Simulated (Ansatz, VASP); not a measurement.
**Cu: VASP and Ansatz over several settings**

```
Cu
1.0
     0.00000    1.80750    1.80750
     1.80750    0.00000    1.80750
     1.80750    1.80750    0.00000
Cu
1
Direct
  0.00000 0.00000 0.00000
```

Single points on this cell with VASP 6.6.1 and Ansatz 0.2.0. Each row is one pair of runs. Alike in all rows: spin: off; k mesh: 13 × 13 × 13.

| level | smearing | VASP's potentials, cutoff | Ansatz's potentials, cutoff | gap on the k mesh at the Fermi level (eV), VASP | gap on the k mesh at the Fermi level (eV), Ansatz | pressure (GPa), VASP | pressure (GPa), Ansatz |
| --- | --- | --- | --- | --- | --- | --- | --- |
| PBEsol | gaussian, width 0.1 eV | VASP PAW PBE potentials, release 64 (Cu), 500 eV | Ansatz PAW, 420 eV | none | none | -5.5 | -6.6 |
| RPBE | gaussian, width 0.02 eV | VASP PAW PBE potentials, release 54 (Cu), 520 eV | Ansatz PAW, 420 eV | none | none | 7.2 | 6.6 |
| LDA | gaussian, width 0.02 eV | VASP PAW LDA potentials, release 64 (Cu_GW), 550 eV | Ansatz PAW, 420 eV | none | none | -13.7 | -12.6 |
| PBE | gaussian, width 0.011 eV | VASP PAW PBE potentials, release 64 (Cu), 520 eV | Ansatz PAW, 420 eV | none | none | 2.2 | 1.7 |
| r2SCAN | fermi-dirac, width 0.05 eV | VASP PAW PBE potentials, release 64 (Cu), 520 eV | Ansatz PAW, 500 eV | none | none | -4.3 | -4.9 |

Pressure (GPa): the two programs differ by at most 1.08.

VASP's potentials hold 11 valence electrons a cell and Ansatz's 19, so a difference there can come from the potentials and not from the codes.

A gap of «none» marks a metal or a gap that the smearing closes.
